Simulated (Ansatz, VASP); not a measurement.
# One calculation of BN, two programs

The input POSCAR:

```
BN
1.0
    0.0000000000      1.7446164103      1.7446164103
    1.7446164103      0.0000000000      1.7446164103
    1.7446164103      1.7446164103      0.0000000000
B N
1 1
Direct
    0.0000000000      0.0000000000      0.0000000000
    0.5000000000      0.5000000000      0.5000000000
```

File INCAR.step1:

```
PREC     = Accurate       # precision mode
ENCUT    = 520            # plane-wave cutoff, eV
ISMEAR   = -1             # smearing method
SIGMA    = 0.03           # smearing width, eV
LREAL    = F              # projectors in reciprocal space
LASPH    = T              # aspherical terms in the spheres
NELM     = 100            # most SCF steps
NBANDS   = 11             # bands
GGA      = PE             # functional
ALGO     = Normal         # electronic algorithm
EDIFF    = 1E-4           # SCF threshold, eV
LWAVE    = T              # write WAVECAR
LCHARG   = F              # write CHGCAR
```

The input INCAR.step2:

```
PREC     = Accurate       # precision mode
ENCUT    = 520            # plane-wave cutoff, eV
EDIFF    = 1E-7           # SCF threshold, eV
ISMEAR   = -1             # smearing method
SIGMA    = 0.03           # smearing width, eV
LREAL    = F              # projectors in reciprocal space
LASPH    = T              # aspherical terms in the spheres
NELM     = 100            # most SCF steps
ALGO     = Normal         # electronic algorithm
ISIF     = 2              # what is computed and relaxed
LWAVE    = F              # write WAVECAR
LCHARG   = T              # write CHGCAR
METAGGA  = R2SCAN         # meta-GGA
LMIXTAU  = T            
LUSE_VDW = T            
IVDW_NL  = 2            
BPARAM   = 11.95        
CPARAM   = 0.0093       
LELF     = T              # ELF
LVHAR    = T            
NBANDS   = 11             # bands
ISTART   = 1
```

File KPOINTS:

```
regular mesh
0
Gamma
  14 14 14
```

Input for Ansatz:

```yaml
crystal:
  lattice:
    - [0.0, 1.7446164103, 1.7446164103]
    - [1.7446164103, 0.0, 1.7446164103]
    - [1.7446164103, 1.7446164103, 0.0]
  atoms:
    - { symbol: B, position: [0.0, 0.0, 0.0] }
    - { symbol: "N", position: [0.5, 0.5, 0.5] }
kpoints:
  mp_grid: { grid: [14, 14, 14] }
  band_path:
    path:
      - [0.0, 0.0, 0.0]
      - [0.5, 0.0, 0.5]
      - [0.625, 0.25, 0.625]
      - [0.375, 0.375, 0.75]
      - [0.5, 0.5, 0.5]
      - [0.5, 0.25, 0.75]
    npoints: 1
hamiltonian:
  xc: r2scan
  dispersion: rvv10
scf:
  occupations: { method: fermi_dirac, width: 0.03 }
  n_extra_bands: 4
output:
  forces: true
  stress: true
  eigenvalues: true
  write_density: true
  write_potential: true
  elf: true
  volumetric_format: npy
```

Alike in both runs: task single point; functional r2SCAN; dispersion rVV10; k mesh 14 × 14 × 14; occupations fermi-dirac, width 0.03 eV; no spin polarisation.

|  | VASP | Ansatz |
| --- | --- | --- |
| version | VASP 6.6.1 | Ansatz 0.2.0 |
| potentials or method | VASP PAW PBE potentials, release 64 (B, N) | plane waves, PAW |
| plane-wave cutoff (eV) | 520 | 500 |
| valence electrons in the cell | 8 | 8 |

|  | VASP | Ansatz | Ansatz less VASP |
| --- | --- | --- | --- |
| gap on the k mesh at the Fermi level (eV) | 1.40 | 1.41 | +0.008 |
| pressure (GPa) | 0.5 | 0.0 | -0.50 |

VASP's potentials were made for PBE, not for r2SCAN.
